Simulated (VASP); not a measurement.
A run of VASP 6.6.1:

INCAR

```
  PREC = Accurate
  ENCUT = 600
  EDIFF = 1E-6
  ISMEAR = 0
  SIGMA = 0.1
  LREAL = F
  LASPH = T
  NELM = 150
  ALGO = Fast
  ISIF = 3
  LWAVE = F
  LCHARG = F
  ISPIN = 2
  MAGMOM = 0 1.71 0 0 0 0
  LORBIT = 11
  LMAXMIX = 4
  GGA = PE
  IBRION = 2
  NSW = 90
  EDIFFG = -0.04
```

KPOINTS

```
Automatic mesh
0
Gamma
  4 4 4
```

The input POSCAR:

```
RbCoW4
1.0
    0.0000000000      3.7738563755      3.7738563755
    3.7738563755      0.0000000000      3.7738563755
    3.7738563755      3.7738563755      0.0000000000
Rb Co W
1 1 4
Direct
    0.0000000000      0.0000000000      0.0000000000
    0.2500000000      0.2500000000      0.2500000000
    0.6257700000      0.1226900000      0.6257700000
    0.6257700000      0.6257700000      0.1226900000
    0.6257700000      0.6257700000      0.6257700000
    0.1226900000      0.6257700000      0.6257700000
```

Potentials or basis: VASP PAW PBE potentials, release 64 (Rb_sv, Co, W_sv).

Run with:

```console
$ cat potpaw_PBE.64/Rb_sv/POTCAR potpaw_PBE.64/Co/POTCAR potpaw_PBE.64/W_sv/POTCAR > POTCAR
$ mpirun -np 1 vasp_std > vasp.out
```

Hardware: 1 thread of AMD EPYC 9R45 96-Core Processor (Zen 5), on a shared host.

Q: Estimate the wall time of this run.

A: Run time: 11 min on 1 thread of AMD EPYC 9R45 96-Core Processor (Zen 5), on a shared host, peak memory 0.42 GiB. Counts: scf iterations 87, k points 8, ion steps 3.
